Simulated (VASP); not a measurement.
A run of VASP 6.6.1 is set up as follows.

File INCAR:

```
PREC = Accurate ; ENCUT = 500
EDIFF = 1E-6 ; ISMEAR = -1
SIGMA = 0.0029 ; LREAL = F
LASPH = T ; NELM = 120
ALGO = Normal ; ISIF = 2
LWAVE = F ; LCHARG = F
GGA = PE ; NBANDS = 16
GGA_COMPAT = F
```

File KPOINTS:

```
regular mesh
0
Gamma
  4 4 4
```

POSCAR

```
CdS
1.0
    0.0000000000      2.7532440000      2.7532440000
    2.7532440000      0.0000000000      2.7532440000
    2.7532440000      2.7532440000      0.0000000000
Cd S
1 1
Direct
    0.7010000000      0.3070000000      0.3160000000
    1.2010000000      0.8070000000      0.8160000000
```

Potentials or basis: VASP PAW PBE potentials, release 64 (Cd, S).

Command:

```sh
$ cat potpaw_PBE.64/Cd/POTCAR potpaw_PBE.64/S/POTCAR > POTCAR
$ mpirun -np 1 vasp_std > vasp.out
```

Q: What does it give for the pressure?

A: 0.3 GPa.

Q: What does it give for the band gap on the k mesh?

A: 0.21 eV, indirect (least direct gap 1.50 eV).

Caveat: the k points lie up to 0.49 Å⁻¹ apart. A k mesh can miss the band edges.
